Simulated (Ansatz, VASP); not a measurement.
Two plane-wave programs on Sc

```
CELL_PARAMETERS angstrom
3.45524 0.00000 0.00000
-1.72762 2.99232 0.00000
0.00000 0.00000 11.03815
ATOMIC_POSITIONS crystal
Sc 0.00000 0.00000 0.00000
Sc 0.00000 0.00000 0.50000
Sc 0.33333 0.66667 0.25000
Sc 0.66667 0.33333 0.75000
```

Alike in both runs: task single point; functional revPBE; k mesh 12 × 12 × 4; occupations fermi-dirac, width 0.1 eV; no spin polarisation.

|  | VASP | Ansatz |
| --- | --- | --- |
| version | VASP 6.6.1 | Ansatz 0.2.0 |
| potentials or method | VASP PAW PBE potentials, release 64 (Sc_sv), cutoff 520 eV | plane waves (420 eV) with PAW, scalar-relativistic |
| valence electrons in the cell | 44 | 44 |

```csv
,VASP,Ansatz,Ansatz less VASP
pressure (GPa),-4.7,-4.7,-0.01
```

VASP's potentials were made for PBE, not for revPBE. With one functional, cell and mesh, what is left measures potentials, basis and numerics.
